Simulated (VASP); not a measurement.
CuSn3O8: single point with PBEsol+U

CuSn3O8:

```
Cu Sn O
1.0
     4.73735    0.00000    0.00000
     0.00000    4.73735    0.00000
     0.00000    0.00000    6.37280
Cu Sn O
1 3 8
Direct
  0.00173 0.00172 0.00070
  0.00177 0.00170 0.50070
  0.50177 0.50170 0.24688
  0.50171 0.50176 0.75452
  0.30078 0.30084 0.00071
  0.30910 0.30920 0.50070
  0.19331 0.81028 0.24472
  0.19326 0.81031 0.75666
  0.70270 0.70259 0.00071
  0.69434 0.69429 0.50070
  0.81024 0.19314 0.24475
  0.81020 0.19318 0.75666
```

```
Program                : VASP 6.6.1
Task                   : single point
Functional             : PBEsol
Potentials or basis    : VASP PAW PBE potentials, release 64 (Cu, Sn_d, O)
Cutoff                 : 520 eV
k mesh                 : 4 × 4 × 3
Occupations            : gaussian, width 0.05 eV
Spin                   : collinear spin
Starting moments       : [1.5, 0.0, 0.0, 0.0, 0.0, 0.0, 0.0, 0.0, 0.0, 0.0, 0.0, 0.0] μB
Fixed moment           : 1.5 μB
Hubbard terms          : Cu d U = 5.0 eV
Dipole correction      : no
Further INCAR settings : ALGO = Fast; EDIFF = 1e-06; NBANDS = 66
```

```
Pressure                                              : -3.2 GPa
Largest force                                         : 0.335 eV/Å
Net moment                                            : 1.50 μB per cell
Site moments                                          : Cu +0.90; Sn +0.01, +0.02 (each value once); O +0.05, +0.01, +0.10 (each value once) μB
Valence electrons inside the program's atomic spheres : Cu 9.75; Sn 12.34, 12.36 (each value once); O 4.96, 5.03 (each value once)
```

Forces in eV/Å, atoms in the order of the input:
```
Cu   0.000 -0.001  0.000
Sn  -0.001  0.001 -0.001
Sn   0.000  0.000 -0.183
Sn   0.001 -0.002  0.184
O   -0.236 -0.237  0.000
O   -0.012 -0.013  0.001
O   -0.167  0.166 -0.149
O   -0.166  0.165  0.150
O    0.237  0.237  0.000
O    0.013  0.013  0.000
O    0.166 -0.165 -0.150
O    0.166 -0.166  0.149
```

Stress tensor (GPa, compression positive):
```
-2.84  0.15  0.00
 0.15 -2.84  0.00
 0.00  0.00 -3.91
```

Eigenvalues of the final occupation matrices:
```csv
site,spin,trace,eigenvalues
site 1 d,1,4.94,0.98 0.98 0.98 1.00 1.01
site 1 d,2,4.03,0.52 0.58 0.97 0.98 0.98
```

It took 12 min on 1 thread of Oxide Virtual Turin-like Processor (shared host), peak memory 0.47 GiB.

Caveat: the cell stands under tension; the PAW data sets were made with another functional, which shifts forces and pressure a little; spin-orbit coupling is left out, which moves the levels of the heavy elements; the total moment is fixed, so each spin has its own Fermi level; a cell with one magnetic atom can't hold antiferromagnetic order, which such compounds often take.
